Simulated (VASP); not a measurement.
Input of a VASP 6.6.1 run:

File INCAR:

```
SYSTEM = Se
PREC = Accurate
ENCUT = 520
EDIFF = 1E-6
ISMEAR = 0
SIGMA = 0.1
LREAL = .FALSE.
LASPH = .TRUE.
NELM = 80
ALGO = Normal
ISIF = 2
LWAVE = .FALSE.
LCHARG = .FALSE.
GGA = PS
NBANDS = 9
```

The input KPOINTS:

```
Automatic mesh
0
G
  16 16 16
  0 0 0
```

Contents of POSCAR:

```
Se
1.0
   -1.6209335640      1.6464852932      1.6464852932
    1.6209335640     -1.6464852932      1.6464852932
    1.6209335640      1.6464852932     -1.6464852932
Se
1
Direct
    0.0000000000      0.0000000000      0.0000000000
```

Potentials or basis: VASP PAW PBE potentials, release 64 (Se).

The run is started by

```sh
$ cat potpaw_PBE.64/Se/POTCAR > POTCAR
$ mpirun -np 1 vasp_std > vasp.out
```

(1) Predict the band gap on the k mesh.

(2) Predict the pressure.

Results:

(1) zero (bands 3 and 4 overlap by 8.35 eV).

(2) 9.6 GPa.

Caveat: the cell differs from its parent crystal (strained); the cell stands under pressure; the PAW data sets were made with another functional, which shifts forces and pressure a little.
